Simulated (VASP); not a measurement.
# Si (Fd-3m) in VASP: vibrations by perturbation theory with RPBE

Aim: the vibrations by perturbation theory of Si with RPBE.

Everything below comes from runs of VASP 6.6.1. Logs are shortened: lines on timing, memory, paths and dates and some standing lists are left out, and cuts for length are marked.

## 1. The cell of the first run

The structure is cubic, space group Fd-3m (No. 227). The conventional cell has a = 5.502 Å, b = 5.502 Å, c = 5.502 Å, α = 90.00°, β = 90.00°, γ = 90.00°. Within 3.1 Å of Si (site symmetry -43m) lie 4 Si at 2.38 Å.

## 2. Vibrations by perturbation theory, RPBE

Contents of INCAR:

```
PREC = Accurate
ENCUT = 520
EDIFF = 1E-8
ISMEAR = 0
SIGMA = 0.01
LREAL = F
LASPH = T
NELM = 100
ALGO = Normal
ISIF = 2
LWAVE = F
LCHARG = F
GGA = RP
IBRION = 8
NSW = 1
LEPSILON = T
```

Contents of KPOINTS:

```
Automatic mesh
0
Gamma
  8 8 8
```

Contents of POSCAR:

```
Si
1.0
    0.0000000000      2.7509987262      2.7509987262
    2.7509987262      0.0000000000      2.7509987262
    2.7509987262      2.7509987262      0.0000000000
Si
2
Direct
    0.5000000000      0.5000000000      0.5000000000
    0.7500000000      0.7500000000      0.7500000000
```

Potentials or basis: VASP PAW PBE potentials, release 64 (Si).

Started as:

```console
$ cat potpaw_PBE.64/Si/POTCAR > POTCAR
$ mpirun -np 1 vasp_std > vasp.out
```

OUTCAR:

```text
PREC = Accurate
   ENCUT = 520
   EDIFF = 1E-8
   ISMEAR = 0
   LREAL = F
   LASPH = T
   NELM = 100
   ISIF = 2
   GGA = RP
   IBRION = 8
   NSW = 1
   LEPSILON = T

 ion  position               nearest neighbor table
   1  0.500  0.500  0.500-   2 2.38   2 2.38   2 2.38   2 2.38
   2  0.750  0.750  0.750-   1 2.38   1 2.38   1 2.38   1 2.38

  LATTYP: Found a face centered cubic cell.
 ALAT       =     5.5019974524

  Lattice vectors:

 A1 = (   0.0000000000,   2.7509987262,   2.7509987262)
 A2 = (   2.7509987262,   0.0000000000,   2.7509987262)
 A3 = (   2.7509987262,   2.7509987262,   0.0000000000)

Analysis of symmetry for initial positions (statically):
=====================================================================
 Subroutine PRICEL returns:
 Original cell was already a primitive cell.

 Routine SETGRP: Setting up the symmetry group for a
 face centered cubic supercell.

 Subroutine GETGRP returns: Found 48 space group operations
 (whereof 24 operations were pure point group operations)
 out of a pool of 48 trial point group operations.

The static configuration has the point symmetry T_d .
 The point group associated with its full space group is O_h .

Analysis of symmetry for dynamics (positions and initial velocities):
=====================================================================
 Subroutine PRICEL returns:
 Original cell was already a primitive cell.

 Routine SETGRP: Setting up the symmetry group for a
 face centered cubic supercell.

 Subroutine GETGRP returns: Found 48 space group operations
 (whereof 24 operations were pure point group operations)
 out of a pool of 48 trial point group operations.

The dynamic configuration has the point symmetry T_d .
 The point group associated with its full space group is O_h .

 Subroutine INISYM returns: Found 48 space group operations
 (whereof 24 operations are pure point group operations),
 and found     1 'primitive' translations

----------------------------------------------------------------------------------------

                                     Primitive cell

  volume of cell :      41.6391

  direct lattice vectors                    reciprocal lattice vectors
     0.000000000  2.750998726  2.750998726    -0.181752174  0.181752174  0.181752174
     2.750998726  0.000000000  2.750998726     0.181752174 -0.181752174  0.181752174
     2.750998726  2.750998726  0.000000000     0.181752174  0.181752174 -0.181752174

  length of vectors
     3.890499709  3.890499709  3.890499709     0.314804000  0.314804000  0.314804000

  position of ions in fractional coordinates (direct lattice)
     0.500000000  0.500000000  0.500000000
     0.750000000  0.750000000  0.750000000

  ion indices of the primitive-cell ions
   primitive index   ion index
                 1           1
                 2           2

----------------------------------------------------------------------------------------

 KPOINTS: Automatic mesh

Automatic generation of k-mesh.
 Grid dimensions read from file:
 generate k-points for:    8    8    8

 Generating k-lattice:

  Cartesian coordinates                     Fractional coordinates (reciprocal lattice)
    -0.022719022  0.022719022  0.022719022     0.125000000  0.000000000  0.000000000
     0.022719022 -0.022719022  0.022719022     0.000000000  0.125000000  0.000000000
     0.022719022  0.022719022 -0.022719022     0.000000000  0.000000000  0.125000000

  Length of vectors
     0.039350500  0.039350500  0.039350500

  Shift w.r.t. Gamma in fractional coordinates (k-lattice)
     0.000000000  0.000000000  0.000000000

 Subroutine IBZKPT returns following result:
 ===========================================

 Found     29 irreducible k-points:

 Following reciprocal coordinates:
[... 365 lines left out ...]
  in kB       -2.0933257     -2.0933257     -2.0933257      0.0000000      0.0000000     -0.0000000
  external PRESSURE =      -2.0933257 kB  Pullay stress =       0.0000000 kB

 VOLUME and BASIS-vectors are now :
 -----------------------------------------------------------------------------
  energy-cutoff  :      520.00
  volume of cell :       41.64
      direct lattice vectors                 reciprocal lattice vectors
     0.000000000  2.750998726  2.750998726    -0.181752174  0.181752174  0.181752174
     2.750998726  0.000000000  2.750998726     0.181752174 -0.181752174  0.181752174
     2.750998726  2.750998726  0.000000000     0.181752174  0.181752174 -0.181752174

 POSITION                                       TOTAL-FORCE (eV/Angst)
 -----------------------------------------------------------------------------------
      2.75100      2.75100      2.75100         0.000000      0.000000     -0.000000
      4.12650      4.12650      4.12650         0.000000     -0.000000      0.000000
 -----------------------------------------------------------------------------------
    total drift:                                0.000000     -0.000000     -0.000000

  FREE ENERGIE OF THE ION-ELECTRON SYSTEM (eV)
  ---------------------------------------------------
  free  energy   TOTEN  =       -10.3220202924 eV

  energy  without entropy=      -10.3220202924  energy(sigma->0) =      -10.32202029

 HEAD OF MICROSCOPIC STATIC DIELECTRIC TENSOR (INDEPENDENT PARTICLE, excluding Hartree and local field effects)
 ------------------------------------------------------
          14.414228    -0.000000     0.000000
           0.000000    14.414228     0.000000
           0.000000     0.000000    14.414228
 ------------------------------------------------------

 Free energy of the ion-electron system (eV)
  ---------------------------------------------------
  ---------------------------------------------------
  free energy    TOTEN  =        -1.60938311 eV

  energy without entropy =       -1.60938311

------------------------ aborting loop because EDIFF is reached ----------------------------------------

--------------------------------------- Ionic step        2  -------------------------------------------

------------------------ aborting loop because EDIFF is reached ----------------------------------------

--------------------------------------- Ionic step        3  -------------------------------------------

------------------------ aborting loop because EDIFF is reached ----------------------------------------

 PIEZOELECTRIC TENSOR FIELD DIRECTION 3  (e Angst)
 -----------------------------------------------------------------------------
     0.00223  0.00000  0.00000           (  0.00001  0.00000  0.00000)
     0.00000  0.00223  0.00000           (  0.00000  0.00001  0.00000)
     0.00000  0.00000 -0.00820           (  0.00000  0.00000 -0.00000)

 PIEZOELECTRIC TENSOR FIELD DIRECTION 3  (C/m^2)
 -----------------------------------------------------------------------------
     0.00086  0.00000  0.00000
     0.00000  0.00086  0.00000
     0.00000  0.00000 -0.00316

--------------------------------------- Ionic step        4  -------------------------------------------

 Free energy of the ion-electron system (eV)
  ---------------------------------------------------
  ---------------------------------------------------
  free energy    TOTEN  =        -0.01721401 eV

  energy without entropy =       -0.01721401

------------------------ aborting loop because EDIFF is reached ----------------------------------------

 INTERNAL STRAIN TENSOR  FOR ION    1  DIRECTION 1   (eV/Angst):
 -----------------------------------------------------------------------------
    -0.01082  0.00000  0.00000
     0.00000  0.00650  8.22259
     0.00000  8.22259  0.00650

 MACROSCOPIC STATIC DIELECTRIC TENSOR (including local field effects in DFT)
 ------------------------------------------------------
          13.901229     0.000000     0.000000
           0.000000    13.901229     0.000000
          -0.000000     0.000000    13.901229
 ------------------------------------------------------

 PIEZOELECTRIC TENSOR (including local field effects)  for field in x, y, z        (e  Angst)
          XX          YY          ZZ          XY          YZ          ZX
  --------------------------------------------------------------------------------
  x    -0.00000     0.00000     0.00000    -0.00000     0.00000    -0.00000
  y     0.00000     0.00000     0.00000    -0.00000     0.00000    -0.00000
  z    -0.00000    -0.00000     0.00000    -0.00000     0.00000     0.00000

 PIEZOELECTRIC TENSOR (including local field effects)  for field in x, y, z        (C/m^2)
          XX          YY          ZZ          XY          YZ          ZX
  --------------------------------------------------------------------------------
  x    -0.00000     0.00000     0.00000    -0.00000     0.00000    -0.00000
  y     0.00000     0.00000     0.00000    -0.00000     0.00000    -0.00000
  z    -0.00000    -0.00000     0.00000    -0.00000     0.00000     0.00000

 BORN EFFECTIVE CHARGES (including local field effects) (in |e|, cummulative output)
 ---------------------------------------------------------------------------------
 ion    1
    1     0.00000     0.00000    -0.00000
    2     0.00000     0.00000    -0.00000
    3     0.00000     0.00000     0.00000
 ion    2
    1     0.00000    -0.00000     0.00000
    2    -0.00000     0.00000     0.00000
    3    -0.00000    -0.00000     0.00000

 INTERNAL STRAIN TENSOR FOR ION    2 for displacements in x,y,z  (eV/Angst):
          X           Y           Z          XY          YZ          ZX
  --------------------------------------------------------------------------------
  x     0.00000     0.00000     0.00000     0.00000    -8.22259     0.00000
  y     0.00000     0.00000     0.00000     0.00000     0.00000    -8.22259
  z     0.00000     0.00000     0.00000    -8.22259     0.00000     0.00000

 SECOND DERIVATIVES (NOT SYMMETRIZED)
 ------------------------------------
               1X          1Y          1Z          2X          2Y          2Z
  1X   -12.799697    0.000000    0.000000   12.799697    0.000000    0.000000
  1Y     0.000000  -12.799697    0.000000    0.000000   12.799697    0.000000
  1Z     0.000000    0.000000  -12.799697    0.000000    0.000000   12.799697
  2X    12.799697    0.000000    0.000000  -12.799697    0.000000    0.000000
  2Y     0.000000   12.799697    0.000000    0.000000  -12.799697    0.000000
  2Z     0.000000    0.000000   12.799697    0.000000    0.000000  -12.799697

 Eigenvectors and eigenvalues of the dynamical matrix
 ----------------------------------------------------

   1 f  =   14.925482 THz    93.779566 2PiTHz  497.860474 cm-1    61.726804 meV
             X         Y         Z           dx          dy          dz
      2.750999  2.750999  2.750999     0.000000   -0.707107    0.000000
      4.126498  4.126498  4.126498     0.000000    0.707107    0.000000
[... 21 lines left out ...]
   6 f  =    0.000000 THz     0.000000 2PiTHz    0.000000 cm-1     0.000000 meV
             X         Y         Z           dx          dy          dz
      2.750999  2.750999  2.750999     0.000000    0.000000    0.707107
      4.126498  4.126498  4.126498     0.000000    0.000000    0.707107

--------------------------------------------------------------------------------------------------------

 MACROSCOPIC STATIC DIELECTRIC TENSOR IONIC CONTRIBUTION
 ------------------------------------------------------
           0.000000     0.000000     0.000000
           0.000000     0.000000     0.000000
           0.000000     0.000000     0.000000
 ------------------------------------------------------

 ELASTIC MODULI CONTR FROM IONIC RELAXATION (kBar)
 Direction    XX          YY          ZZ          XY          YZ          ZX
 --------------------------------------------------------------------------------
 XX           0.0000      0.0000      0.0000      0.0000      0.0000      0.0000
 YY           0.0000      0.0000      0.0000      0.0000      0.0000      0.0000
 ZZ           0.0000      0.0000      0.0000      0.0000      0.0000      0.0000
 XY           0.0000      0.0000      0.0000   -203.2484      0.0000      0.0000
 YZ           0.0000      0.0000      0.0000      0.0000   -203.2484      0.0000
 ZX           0.0000      0.0000      0.0000      0.0000      0.0000   -203.2484
 --------------------------------------------------------------------------------

 PIEZOELECTRIC TENSOR IONIC CONTR  for field in x, y, z        (C/m^2)
          XX          YY          ZZ          XY          YZ          ZX
  --------------------------------------------------------------------------------
  x     0.00000     0.00000     0.00000    -0.00000     0.00000     0.00000
  y     0.00000     0.00000     0.00000    -0.00000     0.00000     0.00000
  z     0.00000     0.00000     0.00000     0.00000     0.00000     0.00000
```

Wall time 4.4 min (1 thread of Intel Xeon Platinum 8259CL at 2.50GHz (Skylake/Cascade Lake), shared host); peak memory 0.22 GiB.

What came out:

* Electronic dielectric tensor (diagonal): 13.90
* Born charges (mean of the diagonal): Si +0.00 e
* Highest phonon frequency at Γ: 498 cm⁻¹

Phonon frequencies in cm⁻¹ (negative: imaginary):
| q point | frequencies |
| --- | --- |
| (0.000, 0.000, 0.000) | 0 0 0 498 498 498 |

Electronic dielectric tensor:
```
13.90  0.00  0.00
 0.00 13.90  0.00
 0.00  0.00 13.90
```

Born effective charge tensors (e):
atom 1, Si
```
0.00 0.00 0.00
0.00 0.00 0.00
0.00 0.00 0.00
```
atom 2, Si
```
0.00 0.00 0.00
0.00 0.00 0.00
0.00 0.00 0.00
```

Caveat: the PAW data sets were made with another functional, which shifts forces and pressure a little.
